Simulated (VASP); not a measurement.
Wanted: the native input for a VASP 6.6.1 run.

| Quantity | Value |
| --- | --- |
| Task | single point |
| Functional | LDA |
| Potentials or basis | VASP PAW LDA potentials, release 64 (Sn_d, O) |
| Cutoff | 520 eV |
| k mesh | 6 × 6 × 6 |
| Occupations | gaussian, width 0.05 eV |
| Spin | no spin polarisation |
| Dipole correction | no |
| Further INCAR settings | ALGO = Normal; EDIFF = 1e-06; NBANDS = 64 |

The structure of SnO2 lies in POSCAR:

```
SnO2
1.0
    3.3015000000      1.9061219137      3.9847000000
   -3.3015000000      1.9061219137      3.9847000000
    0.0000000000     -3.8122438274      3.9847000000
Sn O
4 8
Direct
    0.8645353782      0.8645353782      0.8645353782
    0.3648691645      0.3648691645      0.8648751974
    0.3648691645      0.8648751974      0.3648691645
    0.8648751974      0.3648691645      0.3648691645
    0.1199116729      0.6196051221      0.6196051221
    0.6196051221      0.1199116729      0.6196051221
    0.6196051221      0.6196051221      0.1199116729
    0.6099370359      0.6099370359      0.6099370359
    0.1198492242      0.1198492242      0.1198492242
    0.1096932183      0.1096932183      0.6100024814
    0.1096932183      0.6100024814      0.1096932183
    0.6100024814      0.1096932183      0.1096932183
```

These files were run (other wordings do the same):

INCAR

```
  PREC = Accurate
  ENCUT = 520
  EDIFF = 1E-6
  ISMEAR = 0
  SIGMA = 0.05
  LREAL = F
  LASPH = T
  NELM = 100
  ALGO = Normal
  ISIF = 2
  LWAVE = F
  LCHARG = F
  NBANDS = 64
```

KPOINTS

```
Automatic mesh
0
Gamma
  6 6 6
```

Potentials or basis: VASP PAW LDA potentials, release 64 (Sn_d, O).

The run is started by

```bash
$ cat potpaw_LDA.64/Sn_d/POTCAR potpaw_LDA.64/O/POTCAR > POTCAR
$ mpirun -np 1 vasp_std > vasp.out
```

Results of the run:

```yaml
Pressure: -8.2 GPa
Largest_force: 0.182 eV/Å
Band_gap_on_the_k_mesh: 0.93 eV
```

Caveat: the cell stands under tension; spin-orbit coupling is left out, which moves the levels of the heavy elements.

It took 4.3 min on 1 thread of Intel(R) Xeon(R) Platinum 8559C (Emerald Rapids), on a shared host, peak memory 0.34 GiB.
